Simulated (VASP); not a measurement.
# Os (P6_3/mmc) in VASP: further runs

The runs below take Os through single point, with LDA.

Everything below comes from runs of VASP 6.6.1. Logs are shortened: lines on timing, memory, paths and dates and some standing lists are left out, and cuts for length are marked.

## 1. The cell of the first run

Symmetry: P6_3/mmc, No. 194, hexagonal system. Conventional cell: a = 2.675 Å, b = 2.675 Å, c = 4.241 Å, α = 90.00°, β = 90.00°, γ = 120.00°. Os (site symmetry -6m2) has 12 Os at 2.62 to 2.68 Å within 3.5 Å.

## 2. Single point, LDA

The input, INCAR:

```
SYSTEM = Os
  ALGO = Normal
  EDIFF = 1E-6
  ENCUT = 600
  GGA = CA
  GGA_COMPAT = .FALSE.
  ISIF = 2
  ISMEAR = 1
  LASPH = .TRUE.
  LCHARG = .TRUE.
  LELF = .TRUE.
  LREAL = .FALSE.
  LVHAR = .TRUE.
  LWAVE = .FALSE.
  NBANDS = 15
  NELM = 120
  PREC = Accurate
  SIGMA = 0.05
```

The input, KPOINTS:

```
k-points
0
G
  9 9 5
  0 0 0
```

The input, POSCAR:

```
Os
1.0
    2.6751562876      0.0000000000      0.0000000000
   -1.3375781438      2.3167533041      0.0000000000
    0.0000000000      0.0000000000      4.2412389246
Os
2
Direct
    0.3333333333      0.6666666667      0.2500000000
    0.6666666667      0.3333333333      0.7500000000
```

Potentials or basis: VASP PAW LDA potentials, release 64 (Os).

Command:

```
$ cat potpaw_LDA.64/Os/POTCAR > POTCAR
$ mpirun -np 1 vasp_std > vasp.out
```

OUTCAR:

```text
SYSTEM = Os
   EDIFF = 1E-6
   ENCUT = 600
   GGA = CA
   ISIF = 2
   ISMEAR = 1
   LASPH = .TRUE.
   LREAL = .FALSE.
   NELM = 120
   PREC = Accurate

 ion  position               nearest neighbor table
   1  0.333  0.667  0.250-   2 2.62   2 2.62   2 2.62   2 2.62   2 2.62   2 2.62
   2  0.667  0.333  0.750-   1 2.62   1 2.62   1 2.62   1 2.62   1 2.62   1 2.62

  LATTYP: Found a hexagonal cell.
 ALAT       =     2.6751562876
 C/A-ratio  =     1.5854172499

  Lattice vectors:

 A1 = (   2.6751562876,   0.0000000000,   0.0000000000)
 A2 = (  -1.3375781438,   2.3167533041,   0.0000000000)
 A3 = (   0.0000000000,   0.0000000000,   4.2412389246)

Analysis of symmetry for initial positions (statically):
=====================================================================
 Subroutine PRICEL returns:
 Original cell was already a primitive cell.

 Routine SETGRP: Setting up the symmetry group for a
 hexagonal supercell.

 Subroutine GETGRP returns: Found 24 space group operations
 (whereof 12 operations were pure point group operations)
 out of a pool of 24 trial point group operations.

The static configuration has the point symmetry D_3d.
 The point group associated with its full space group is D_6h.

Analysis of symmetry for dynamics (positions and initial velocities):
=====================================================================
 Subroutine PRICEL returns:
 Original cell was already a primitive cell.

 Routine SETGRP: Setting up the symmetry group for a
 hexagonal supercell.

 Subroutine GETGRP returns: Found 24 space group operations
 (whereof 12 operations were pure point group operations)
 out of a pool of 24 trial point group operations.

The dynamic configuration has the point symmetry D_3d.
 The point group associated with its full space group is D_6h.

 Subroutine INISYM returns: Found 24 space group operations
 (whereof 12 operations are pure point group operations),
 and found     1 'primitive' translations

----------------------------------------------------------------------------------------

                                     Primitive cell

  volume of cell :      26.2858

  direct lattice vectors                    reciprocal lattice vectors
     2.675156288  0.000000000  0.000000000     0.373809936  0.215819267  0.000000000
    -1.337578144  2.316753304  0.000000000     0.000000000  0.431638534  0.000000000
     0.000000000  0.000000000  4.241238925     0.000000000  0.000000000  0.235780162

  length of vectors
     2.675156288  2.675156288  4.241238925     0.431638534  0.431638534  0.235780162

  position of ions in fractional coordinates (direct lattice)
     0.333333333  0.666666667  0.250000000
     0.666666667  0.333333333  0.750000000

  ion indices of the primitive-cell ions
   primitive index   ion index
                 1           1
                 2           2

----------------------------------------------------------------------------------------

 KPOINTS: k-points

Automatic generation of k-mesh.
 Grid dimensions read from file:
 generate k-points for:    9    9    5

 Generating k-lattice:

  Cartesian coordinates                     Fractional coordinates (reciprocal lattice)
     0.041534437  0.023979919  0.000000000     0.111111111 -0.000000000  0.000000000
     0.000000000  0.047959837  0.000000000     0.000000000  0.111111111  0.000000000
     0.000000000  0.000000000  0.047156032     0.000000000  0.000000000  0.200000000

  Length of vectors
     0.047959837  0.047959837  0.047156032

  Shift w.r.t. Gamma in fractional coordinates (k-lattice)
     0.000000000  0.000000000  0.000000000

 Subroutine IBZKPT returns following result:
 ===========================================

 Found     36 irreducible k-points:

 Following reciprocal coordinates:
            Coordinates               Weight
  0.000000  0.000000  0.000000      1.000000
  0.111111  0.000000  0.000000      6.000000
  0.222222  0.000000  0.000000      6.000000
  0.333333  0.000000  0.000000      6.000000
  0.444444  0.000000  0.000000      6.000000
  0.111111  0.111111  0.000000      6.000000
[... 16 lines left out ...]
  0.333333  0.222222  0.200000     24.000000
  0.333333  0.333333  0.200000      4.000000
 [... further k-points ...]
   k-points           NKPTS =     36   k-points in BZ     NKDIM =     36   number of bands    NBANDS=     15
   number of dos      NEDOS =    301   number of ions     NIONS =      2
   total plane-waves  NPLWV =  20736
   dimension x,y,z NGX =    24 NGY =   24 NGZ =   36
   dimension x,y,z NGXF=    48 NGYF=   48 NGZF=   72
   ions per type =               2
   NGX,Y,Z   is equivalent  to a cutoff of  14.91, 14.91, 14.11 a.u.
   NGXF,Y,Z  is equivalent  to a cutoff of  29.83, 29.83, 28.22 a.u.
 SYSTEM =  Os
   PREC   = accura    normal or accurate (medium, high low for compatibility)
   ISTART =      0    job   : 0-new  1-cont  2-samecut
   ICHARG =      2    charge: 1-file 2-atom 10-const
   ISPIN  =      1    spin polarized calculation?
   LNONCOLLINEAR =      F non collinear calculations
   LSORBIT =      F    spin-orbit coupling
   LASPH  =      T    aspherical Exc in radial PAW
   ENCUT  =  600.0 eV  44.10 Ry    6.64 a.u.   5.34  5.34  8.47*2*pi/ulx,y,z
   NELM   =    120;   NELMIN=  2; NELMDL= -5     # of ELM steps
   EDIFF  = 0.1E-05   stopping-criterion for ELM
   LREAL  =      F    real-space projection
   EDIFFG = 0.1E-04   stopping-criterion for IOM
   NSW    =      0    number of steps for IOM
   IBRION =     -1    ionic relax: 0-MD 1-quasi-New 2-CG
   NFREE  =      0    steps in history (QN), initial steepest desc. (CG)
   ISIF   =      2    stress and relaxation
   ISYM   =      2    0-nonsym 1-usesym 2-fastsym
   POTIM  = 0.5000    time-step for ionic-motion
   TEBEG  =    0.0;   TEEND  =   0.0 temperature during run
   PSTRESS=    0.0 pullay stress
   NELECT =      16.0000    total number of electrons
   NUPDOWN=      -1.0000    fix difference up-down
   EMIN   =  10.00;   EMAX   =-10.00  energy-range for DOS
   EFERMI =   0.00;   METHOD = LEGACY
   ISMEAR =     1;   SIGMA  =   0.05  broadening in eV -4-tet -1-fermi 0-gaus
   EFERMI_NEDOS =   21; number of points for ismear=-14 and -15
   IALGO  =     38    algorithm
   IMIX   =      4    mixing-type and parameters
     AMIX     =   0.40;   BMIX     =  1.00
     AMIX_MAG =   1.60;   BMIX_MAG =  1.00
  volume/ion in A,a.u.               =      13.14        88.69
  Fermi-wavevector in a.u.,A,eV,Ry     =   1.387419  2.621841 26.190278  1.924931
  Thomas-Fermi vector in A             =   2.511642
   LORBIT       =      0    0 simple, 1 ext, 2 COOP (PROOUT), +10 PAW based schemes
   GGA     = CA    functional components
   LHFCALC =     F    Hartree Fock is set to
   AEXX    =    0.0000 exact exchange contribution
   IVDW    =     0    specifies the selected vdW correction
   LEPSILON=     F    determine dielectric tensor
   LRPA    =     F    only Hartree local field effects (RPA)
 non-spin polarized calculation
 Methfessel and Paxton  Order N= 1 SIGMA  =   0.05
  energy-cutoff  :      600.00
  volume of cell :       26.29
 maximum number of plane-waves:       899
 NGX is ok and might be reduce to    24
   NGX = 11   NGY = 11   NGZ = 17

 number of electron      16.0000000 magnetization

 Free energy of the ion-electron system (eV)
  ---------------------------------------------------
  ext. energy  EPLUGINS =         0.00000000
  ---------------------------------------------------
  free energy    TOTEN  =       -25.26084638 eV

  energy without entropy =      -25.25991339  energy(sigma->0) =      -25.26053538

 E-fermi :  10.6085     XC(G=0): -14.5324

 val. band max:       10.5863638015   @ k =   0.1111   0.1111   0.4000
 cond. band min:      10.6166543672   @ k =   0.2222   0.0000   0.4000
 fundamental gap:      0.0302905657
 Fermi energy:        10.6084586397

 k-point     1 :       0.0000    0.0000    0.0000
  band No.  band energies     occupation
      1      -1.0538      2.00000
      2       1.9990      2.00000
      3       7.0141      2.00000
      4       7.0141      2.00000
      5       7.2568      2.00000
      6       7.9342      2.00000
      7       7.9342      2.00000
      8       8.7067      2.00000
      9       8.7067      2.00000
     10      10.5156      2.02472
     11      12.2356      0.00000
     12      12.2356      0.00000
     13      20.1905      0.00000
     14      24.4707      0.00000
     15      27.2037      0.00000

 k-point     2 :       0.1111    0.0000    0.0000
  band No.  band energies     occupation
      1      -0.5235      2.00000
      2       2.4604      2.00000
      3       6.2378      2.00000
      4       7.4931      2.00000
      5       7.5886      2.00000
      6       7.8816      2.00000
      7       7.9692      2.00000
      8       8.3394      2.00000
      9       8.3837      2.00000
     10       9.1250      2.00000
     11      12.4905      0.00000
     12      14.5713      0.00000
     13      20.1487      0.00000
     14      25.5694      0.00000
     15      27.8641      0.00000

 k-point     3 :       0.2222    0.0000    0.0000
  band No.  band energies     occupation
      1       0.8475      2.00000
      2       3.2854      2.00000
      3       5.6081      2.00000
      4       5.8751      2.00000
      5       7.0726      2.00000
      6       7.6008      2.00000
      7       8.4290      2.00000
      8       8.8532      2.00000
      9       9.1269      2.00000
     10       9.6442      2.00000
     11      12.9328      0.00000
     12      17.7399      0.00000
     13      19.8086      0.00000
     14      26.2701      0.00000
     15      27.3005      0.00000
[... 343 lines left out ...]
 k-point    23 :       0.3333    0.2222    0.2000
  band No.  band energies     occupation
      1       3.2144      2.00000
      2       4.2161      2.00000
      3       4.4801      2.00000
      4       5.1588      2.00000
      5       6.4709      2.00000
      6       7.4005      2.00000
      7       8.5221      2.00000
      8      11.2160     -0.00000
      9      11.7101      0.00000
     10      13.0545      0.00000
     11      15.8758      0.00000
     12      17.5424      0.00000
     13      20.3837      0.00000
     14      21.1852      0.00000
     15      24.3854      0.00000

 k-point    24 :       0.3333    0.3333    0.2000
  band No.  band energies     occupation
      1       3.6285      2.00000
      2       4.4309      2.00000
      3       4.4309      2.00000
      4       5.4561      2.00000
      5       6.6692      2.00000
      6       6.6692      2.00000
      7       8.7766      2.00000
      8      11.2732     -0.00000
      9      12.1295      0.00000
     10      12.1295      0.00000
     11      16.8204      0.00000
     12      16.8204      0.00000
     13      19.4628      0.00000
     14      24.1608      0.00000
     15      24.1608      0.00000

 [... further k-points ...]

------------------------ aborting loop because EDIFF is reached ----------------------------------------

  FORCE on cell =-STRESS in cart. coord.  units (eV):
  Direction    XX          YY          ZZ          XY          YZ          ZX
  --------------------------------------------------------------------------------------
  -------------------------------------------------------------------------------------
  Total        3.5887058      3.5887058      3.5688489     -0.0000000      0.0000000      0.0000000
  in kB      218.7392634    218.7392634    217.5289476     -0.0000000      0.0000000      0.0000000
  external PRESSURE =     218.3358248 kB  Pullay stress =       0.0000000 kB

 VOLUME and BASIS-vectors are now :
 -----------------------------------------------------------------------------
  energy-cutoff  :      600.00
  volume of cell :       26.29
      direct lattice vectors                 reciprocal lattice vectors
     2.675156288  0.000000000  0.000000000     0.373809936  0.215819267  0.000000000
    -1.337578144  2.316753304  0.000000000     0.000000000  0.431638534  0.000000000
     0.000000000  0.000000000  4.241238925     0.000000000  0.000000000  0.235780162

 POSITION                                       TOTAL-FORCE (eV/Angst)
 -----------------------------------------------------------------------------------
     -0.00000      1.54450      1.06031         0.000000     -0.000000      0.000000
      1.33758      0.77225      3.18093        -0.000000      0.000000      0.000000
 -----------------------------------------------------------------------------------
    total drift:                                0.000000     -0.000000     -0.000000

  FREE ENERGIE OF THE ION-ELECTRON SYSTEM (eV)
  ---------------------------------------------------
  free  energy   TOTEN  =       -25.2608463808 eV

  energy  without entropy=      -25.2599133911  energy(sigma->0) =      -25.26053538
```

Wall time 23 s (1 thread of Intel Xeon 8259CL, shared host); peak memory 0.15 GiB.

Results:

* Free energy: -25.2608 eV
* Pressure: 21.8 GPa
* Band gap on the k mesh: zero (bands 8 and 9 overlap by 4.24 eV)

Levels at points of the mesh, in eV from the Fermi level:
```
           k point  band 4  band 5  band 6  band 7  band 8  band 9  band 10  band 11  band 12  band 13
(0.00, 0.00, 0.00)   -3.59   -3.35   -2.67   -2.67   -1.90   -1.90    -0.09     1.63     1.63     9.58
```

Caveat: the cell stands under pressure; spin-orbit coupling is left out, which moves the levels of the heavy elements.

## 3. Single point, LDA

This run uses another cell than the first one, of 13.68 Å³/atom.

The input, INCAR:

```
ALGO = Normal ; EDIFF = 1E-6
ENCUT = 600 ; GGA = CA
GGA_COMPAT = F ; ISIF = 2
ISMEAR = 1 ; LASPH = T
LCHARG = T ; LELF = T
LREAL = F ; LVHAR = T
LWAVE = F ; NBANDS = 15
NELM = 120 ; PREC = Accurate
SIGMA = 0.05
```

The input, KPOINTS:

```
k-points
0
Gamma
  9 9 5
```

The input, POSCAR:

```
Os
1.0
    2.7128190072      0.0000000000      0.0000000000
   -1.3564095036      2.3493701761      0.0000000000
    0.0000000000      0.0000000000      4.2943592179
Os
2
Direct
    0.3333333333      0.6666666667      0.2500000000
    0.6666666667      0.3333333333      0.7500000000
```

Potentials or basis: VASP PAW LDA potentials, release 64 (Os).

Command:

```
$ cat potpaw_LDA.64/Os/POTCAR > POTCAR
$ mpirun -np 1 vasp_std > vasp.out
```

Run time: 20 s. Hardware: 1 thread of Intel Xeon 8259CL, shared host; peak memory 0.15 GiB.

Results (log left out):

| Property | Result |
| --- | --- |
| Free energy | -25.3371 eV |
| Pressure | 1.3 GPa |
| Band gap on the k mesh | zero (bands 8 and 9 overlap by 3.98 eV) |

Stress tensor (GPa, compression positive):
```
1.36 0.00 0.00
0.00 1.36 0.00
0.00 0.00 1.24
```

Levels at points of the mesh, in eV from the Fermi level:
```csv
k point,band 4,band 5,band 6,band 7,band 8,band 9,band 10,band 11,band 12,band 13
"(0.00, 0.00, 0.00)",-3.38,-3.14,-2.52,-2.52,-1.80,-1.80,-0.08,1.53,1.53,9.11
```

Caveat: spin-orbit coupling is left out, which moves the levels of the heavy elements.

The gap in the log of VASP goes by the Fermi energy; the results here count the filled bands.